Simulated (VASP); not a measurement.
# Hg (Pm-3m) in VASP: relaxation of cell and atoms with PBE

Aim: the relaxation of cell and atoms of Hg with PBE.

Everything below comes from runs of VASP 6.6.1. Logs are shortened: lines on timing, memory, paths and dates and some standing lists are left out, and cuts for length are marked.

## Step 1: The cell of the first run

Symmetry: Pm-3m, No. 221, cubic system. Conventional cell: a = 3.125 Å, b = 3.125 Å, c = 3.125 Å, α = 90.00°, β = 90.00°, γ = 90.00°. Hg (site symmetry m-3m) has 6 Hg at 3.12 Å within 4.1 Å.

## Step 2: Relaxation of cell and atoms, PBE

File INCAR:

```
SYSTEM = Hg
PREC = Accurate
ENCUT = 600
EDIFF = 1E-7
ISMEAR = -1
SIGMA = 0.05
LREAL = .FALSE.
LASPH = .TRUE.
NELM = 60
ALGO = Normal
ISIF = 3
LWAVE = .FALSE.
LCHARG = .FALSE.
GGA = PE
IBRION = 2
NSW = 100
EDIFFG = -0.005
```

File KPOINTS:

```
Automatic mesh
0
G
  12 12 12
  0 0 0
```

File POSCAR:

```
Hg
1.0
    3.1249785760      0.0000000000      0.0000000000
    0.0000000000      3.1249785760      0.0000000000
    0.0000000000      0.0000000000      3.1249785760
Hg
1
Direct
    0.0000000000      0.0000000000      0.0000000000
```

Potentials or basis: VASP PAW PBE potentials, release 64 (Hg).

Started as:

```bash
$ cat potpaw_PBE.64/Hg/POTCAR > POTCAR
$ mpirun -np 1 vasp_std > vasp.out
```

OUTCAR:

```text
SYSTEM = Hg
   PREC = Accurate
   ENCUT = 600
   EDIFF = 1E-7
   ISMEAR = -1
   LREAL = .FALSE.
   LASPH = .TRUE.
   NELM = 60
   ISIF = 3
   GGA = PE
   IBRION = 2
   NSW = 100
   EDIFFG = -0.005

 ion  position               nearest neighbor table
   1  0.000  0.000  0.000-

  LATTYP: Found a simple cubic cell.
 ALAT       =     3.1249785760

  Lattice vectors:

 A1 = (   3.1249785760,   0.0000000000,   0.0000000000)
 A2 = (   0.0000000000,   3.1249785760,   0.0000000000)
 A3 = (   0.0000000000,   0.0000000000,   3.1249785760)

Analysis of symmetry for initial positions (statically):
=====================================================================
 Subroutine PRICEL returns:
 Original cell was already a primitive cell.

 Routine SETGRP: Setting up the symmetry group for a
 simple cubic supercell.

 Subroutine GETGRP returns: Found 48 space group operations
[... 9 lines left out ...]

 Routine SETGRP: Setting up the symmetry group for a
 simple cubic supercell.

 Subroutine GETGRP returns: Found 48 space group operations
[... 11 lines left out ...]
                                     Primitive cell

  volume of cell :      30.5170

  direct lattice vectors                    reciprocal lattice vectors
     3.124978576  0.000000000  0.000000000     0.320002194  0.000000000  0.000000000
     0.000000000  3.124978576  0.000000000     0.000000000  0.320002194  0.000000000
     0.000000000  0.000000000  3.124978576     0.000000000  0.000000000  0.320002194

  length of vectors
     3.124978576  3.124978576  3.124978576     0.320002194  0.320002194  0.320002194

  position of ions in fractional coordinates (direct lattice)
     0.000000000  0.000000000  0.000000000

  ion indices of the primitive-cell ions
   primitive index   ion index
                 1           1

----------------------------------------------------------------------------------------

 KPOINTS: Automatic mesh

Automatic generation of k-mesh.
 Grid dimensions read from file:
 generate k-points for:   12   12   12

 Generating k-lattice:

  Cartesian coordinates                     Fractional coordinates (reciprocal lattice)
     0.026666849  0.000000000  0.000000000     0.083333333  0.000000000  0.000000000
     0.000000000  0.026666849  0.000000000     0.000000000  0.083333333  0.000000000
     0.000000000  0.000000000  0.026666849     0.000000000  0.000000000  0.083333333

  Length of vectors
     0.026666849  0.026666849  0.026666849

  Shift w.r.t. Gamma in fractional coordinates (k-lattice)
     0.000000000  0.000000000  0.000000000

 Subroutine IBZKPT returns following result:
 ===========================================

 Found     84 irreducible k-points:

 Following reciprocal coordinates:
            Coordinates               Weight
  0.000000  0.000000  0.000000      1.000000
  0.083333  0.000000  0.000000      6.000000
  0.166667  0.000000  0.000000      6.000000
  0.250000  0.000000  0.000000      6.000000
  0.333333  0.000000  0.000000      6.000000
  0.416667  0.000000  0.000000      6.000000
[... 16 lines left out ...]
  0.333333  0.333333  0.000000     12.000000
  0.416667  0.333333  0.000000     24.000000
 [... further k-points ...]
   k-points           NKPTS =     84   k-points in BZ     NKDIM =     84   number of bands    NBANDS=     10
   number of dos      NEDOS =    301   number of ions     NIONS =      1
   total plane-waves  NPLWV =  21952
   dimension x,y,z NGX =    28 NGY =   28 NGZ =   28
   dimension x,y,z NGXF=    56 NGYF=   56 NGZF=   56
   ions per type =               1
   NGX,Y,Z   is equivalent  to a cutoff of  14.90, 14.90, 14.90 a.u.
   NGXF,Y,Z  is equivalent  to a cutoff of  29.79, 29.79, 29.79 a.u.
 SYSTEM =  Hg
   PREC   = accura    normal or accurate (medium, high low for compatibility)
   ISTART =      0    job   : 0-new  1-cont  2-samecut
   ICHARG =      2    charge: 1-file 2-atom 10-const
   ISPIN  =      1    spin polarized calculation?
   LNONCOLLINEAR =      F non collinear calculations
   LSORBIT =      F    spin-orbit coupling
   LASPH  =      T    aspherical Exc in radial PAW
   ENCUT  =  600.0 eV  44.10 Ry    6.64 a.u.   6.24  6.24  6.24*2*pi/ulx,y,z
   NELM   =     60;   NELMIN=  2; NELMDL= -5     # of ELM steps
   EDIFF  = 0.1E-06   stopping-criterion for ELM
   LREAL  =      F    real-space projection
   EDIFFG = -.5E-02   stopping-criterion for IOM
   NSW    =    100    number of steps for IOM
   IBRION =      2    ionic relax: 0-MD 1-quasi-New 2-CG
   NFREE  =      1    steps in history (QN), initial steepest desc. (CG)
   ISIF   =      3    stress and relaxation
   ISYM   =      2    0-nonsym 1-usesym 2-fastsym
   POTIM  = 0.5000    time-step for ionic-motion
   TEBEG  =    0.0;   TEEND  =   0.0 temperature during run
   PSTRESS=    0.0 pullay stress
   NELECT =      12.0000    total number of electrons
   NUPDOWN=      -1.0000    fix difference up-down
   EMIN   =  10.00;   EMAX   =-10.00  energy-range for DOS
   EFERMI =   0.00;   METHOD = LEGACY
   ISMEAR =    -1;   SIGMA  =   0.05  broadening in eV -4-tet -1-fermi 0-gaus
   EFERMI_NEDOS =   21; number of points for ismear=-14 and -15
   IALGO  =     38    algorithm
   IMIX   =      4    mixing-type and parameters
     AMIX     =   0.40;   BMIX     =  1.00
     AMIX_MAG =   1.60;   BMIX_MAG =  1.00
  volume/ion in A,a.u.               =      30.52       205.94
  Fermi-wavevector in a.u.,A,eV,Ry     =   1.199375  2.266489 19.571975  1.438500
  Thomas-Fermi vector in A             =   2.335239
   LORBIT       =      0    0 simple, 1 ext, 2 COOP (PROOUT), +10 PAW based schemes
   GGA     = PE    functional components
   LHFCALC =     F    Hartree Fock is set to
   AEXX    =    0.0000 exact exchange contribution
   IVDW    =     0    specifies the selected vdW correction
   LEPSILON=     F    determine dielectric tensor
   LRPA    =     F    only Hartree local field effects (RPA)
 conjugate gradient relaxation of ions
 non-spin polarized calculation
  energy-cutoff  :      600.00
  volume of cell :       30.52
 maximum number of plane-waves:      1064
 NGX is ok and might be reduce to    28
   NGX = 13   NGY = 13   NGZ = 13

--------------------------------------- Ionic step        1  -------------------------------------------

 number of electron      11.9999997 magnetization

 Free energy of the ion-electron system (eV)
  ---------------------------------------------------
  ext. energy  EPLUGINS =         0.00000000
  ---------------------------------------------------
  free energy    TOTEN  =        -0.16236466 eV

  energy without entropy =       -0.15773870  energy(sigma->0) =       -0.16005168

------------------------ aborting loop because EDIFF is reached ----------------------------------------

  FORCE on cell =-STRESS in cart. coord.  units (eV):
  Direction    XX          YY          ZZ          XY          YZ          ZX
  --------------------------------------------------------------------------------------
  -------------------------------------------------------------------------------------
  Total       -0.0093213     -0.0093213     -0.0093213      0.0000000      0.0000000     -0.0000000
  in kB       -0.4893812     -0.4893812     -0.4893812      0.0000000      0.0000000     -0.0000000
  external PRESSURE =      -0.4893812 kB  Pullay stress =       0.0000000 kB

 VOLUME and BASIS-vectors are now :
 -----------------------------------------------------------------------------
  energy-cutoff  :      600.00
  volume of cell :       30.52
      direct lattice vectors                 reciprocal lattice vectors
     3.124978576  0.000000000  0.000000000     0.320002194  0.000000000  0.000000000
     0.000000000  3.124978576  0.000000000     0.000000000  0.320002194  0.000000000
     0.000000000  0.000000000  3.124978576     0.000000000  0.000000000  0.320002194

 POSITION                                       TOTAL-FORCE (eV/Angst)
 -----------------------------------------------------------------------------------
      0.00000      0.00000      0.00000         0.000000      0.000000      0.000000
 -----------------------------------------------------------------------------------
    total drift:                               -0.000000     -0.000000     -0.000000

  FREE ENERGIE OF THE ION-ELECTRON SYSTEM (eV)
  ---------------------------------------------------
  free  energy   TOTEN  =        -0.1623646618 eV

  energy  without entropy=       -0.1577387048  energy(sigma->0) =       -0.16005168

--------------------------------------- Ionic step        2  -------------------------------------------

 number of electron      11.9999997 magnetization

------------------------ aborting loop because EDIFF is reached ----------------------------------------

  FORCE on cell =-STRESS in cart. coord.  units (eV):
  Direction    XX          YY          ZZ          XY          YZ          ZX
  --------------------------------------------------------------------------------------
  -------------------------------------------------------------------------------------
  Total       -0.0069587     -0.0069587     -0.0069587     -0.0000000     -0.0000000      0.0000000
  in kB       -0.3658321     -0.3658321     -0.3658321     -0.0000000     -0.0000000      0.0000000
  external PRESSURE =      -0.3658321 kB  Pullay stress =       0.0000000 kB

 VOLUME and BASIS-vectors are now :
 -----------------------------------------------------------------------------
  energy-cutoff  :      600.00
  volume of cell :       30.48
      direct lattice vectors                 reciprocal lattice vectors
     3.123573318  0.000000000 -0.000000000     0.320146159 -0.000000000 -0.000000000
     0.000000000  3.123573318  0.000000000    -0.000000000  0.320146159 -0.000000000
     0.000000000  0.000000000  3.123573318     0.000000000 -0.000000000  0.320146159

 POSITION                                       TOTAL-FORCE (eV/Angst)
 -----------------------------------------------------------------------------------
      0.00000      0.00000      0.00000        -0.000000     -0.000000      0.000000
 -----------------------------------------------------------------------------------
    total drift:                               -0.000000      0.000000     -0.000000

  FREE ENERGIE OF THE ION-ELECTRON SYSTEM (eV)
  ---------------------------------------------------
  free  energy   TOTEN  =        -0.1623766704 eV

  energy  without entropy=       -0.1577633981  energy(sigma->0) =       -0.16007003

--------------------------------------- Ionic step        3  -------------------------------------------

 number of electron      11.9999998 magnetization

 Free energy of the ion-electron system (eV)
  ---------------------------------------------------
  ext. energy  EPLUGINS =         0.00000000
  ---------------------------------------------------
  free energy    TOTEN  =        -0.16240316 eV

  energy without entropy =       -0.15784173  energy(sigma->0) =       -0.16012245

 E-fermi :   1.2117     XC(G=0):  -9.4190

 val. band max:        1.2112326856   @ k =   0.5000   0.4167   0.2500
 cond. band min:       1.2599475905   @ k =   0.4167   0.4167   0.3333
 fundamental gap:      0.0487149049
 Fermi energy:         1.2116943963

 k-point     1 :       0.0000    0.0000    0.0000
  band No.  band energies     occupation
      1      -6.4091      2.00000
      2      -6.3538      2.00000
      3      -6.3538      2.00000
      4      -4.6987      2.00000
      5      -4.6987      2.00000
      6      -4.6987      2.00000
      7      10.5863      0.00000
      8      10.5863      0.00000
      9      10.5863      0.00000
     10      13.6550      0.00000

 k-point     2 :       0.0833    0.0000    0.0000
  band No.  band energies     occupation
      1      -6.3521      2.00000
      2      -6.3448      2.00000
      3      -6.2276      2.00000
      4      -4.7351      2.00000
      5      -4.7351      2.00000
      6      -4.6956      2.00000
      7       9.3002      0.00000
      8      10.7457      0.00000
      9      10.7457      0.00000
     10      14.1496      0.00000
[... 274 lines left out ...]
 k-point    24 :       0.4167    0.3333    0.0000
  band No.  band energies     occupation
      1      -6.0274      2.00000
      2      -5.8827      2.00000
      3      -5.1197      2.00000
      4      -5.0204      2.00000
      5      -4.7283      2.00000
      6      -1.2806      2.00000
      7       2.8441      0.00000
      8       5.5983      0.00000
      9      10.2040      0.00000
     10      16.0662      0.00000

 [... further k-points ...]
[... 5 lines left out ...]
  --------------------------------------------------------------------------------------
  -------------------------------------------------------------------------------------
  Total       -0.0047019     -0.0047019     -0.0047019      0.0000000      0.0000000     -0.0000000
  in kB       -0.2481733     -0.2481733     -0.2481733      0.0000000      0.0000000     -0.0000000
  external PRESSURE =      -0.2481733 kB  Pullay stress =       0.0000000 kB

 VOLUME and BASIS-vectors are now :
 -----------------------------------------------------------------------------
  energy-cutoff  :      600.00
  volume of cell :       30.35
      direct lattice vectors                 reciprocal lattice vectors
     3.119434450  0.000000000 -0.000000000     0.320570929 -0.000000000 -0.000000000
     0.000000000  3.119434450  0.000000000    -0.000000000  0.320570929 -0.000000000
     0.000000000  0.000000000  3.119434450     0.000000000 -0.000000000  0.320570929

 POSITION                                       TOTAL-FORCE (eV/Angst)
 -----------------------------------------------------------------------------------
      0.00000      0.00000      0.00000        -0.000000     -0.000000      0.000000
 -----------------------------------------------------------------------------------
    total drift:                               -0.000000      0.000000     -0.000000

  FREE ENERGIE OF THE ION-ELECTRON SYSTEM (eV)
  ---------------------------------------------------
  free  energy   TOTEN  =        -0.1624031610 eV

  energy  without entropy=       -0.1578417294  energy(sigma->0) =       -0.16012245

 reached required accuracy - stopping structural energy minimisation
```

Run time: 21 s. Hardware: 1 thread of Intel Xeon 6975P-C (Granite Rapids), shared host; peak memory 0.18 GiB.

Results:

| Item | Value |
| --- | --- |
| Free energy | -0.1624 eV |
| Relaxed volume | 30.35 Å³/atom |
| Relaxed cell | a = 3.119 Å, b = 3.119 Å, c = 3.119 Å, α = 90.00°, β = 90.00°, γ = 90.00° |
| Space group after relaxing (to 0.05 Å) | Pm-3m (No. 221) |
| Energy gained by relaxing | 0.0 meV/atom |
| Ionic steps | 3 |
| Pressure after relaxing | 0.0 GPa |
| Band gap on the k mesh | zero (band 6 reaches 4.66 eV, above the bottom of band 7 at -0.07 eV) |

Final structure:
```yaml
crystal:
  lattice:
    - [3.11943, 0.00000, 0.00000]
    - [0.00000, 3.11943, 0.00000]
    - [0.00000, 0.00000, 3.11943]
  atoms:
    - { symbol: Hg, position: [0.00000, 0.00000, 0.00000] }
```

Caveat: spin-orbit coupling is left out, which moves the levels of the heavy elements.
